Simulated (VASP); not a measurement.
A run of VASP 6.6.1 is set up as follows.

INCAR

```
  ALGO = Normal
  EDIFF = 1E-7
  ENCUT = 520
  ISIF = 2
  ISMEAR = -1
  LASPH = True
  LCHARG = False
  LREAL = False
  LWAVE = False
  NBANDS = 9
  NELM = 80
  PREC = Accurate
  SIGMA = 0.08
```

Contents of KPOINTS:

```
k-points
0
Gamma
  16 16 16
```

Contents of POSCAR:

```
S
1.0
    0.0000000000      1.7276248844      1.7276248844
    1.7276248844      0.0000000000      1.7276248844
    1.7276248844      1.7276248844      0.0000000000
S
1
Direct
    0.0000000000      0.0000000000      0.0000000000
```

Potentials or basis: VASP PAW LDA potentials, release 64 (S).

The run is started by

```sh
$ cat potpaw_LDA.64/S/POTCAR > POTCAR
$ mpirun -np 1 vasp_std > vasp.out
```

(1) Estimate the band gap on the k mesh.

(2) Estimate the pressure.

Answers

(1) zero (band 3 reaches 21.02 eV, above the bottom of band 4 at 9.68 eV).

(2) 71.9 GPa.
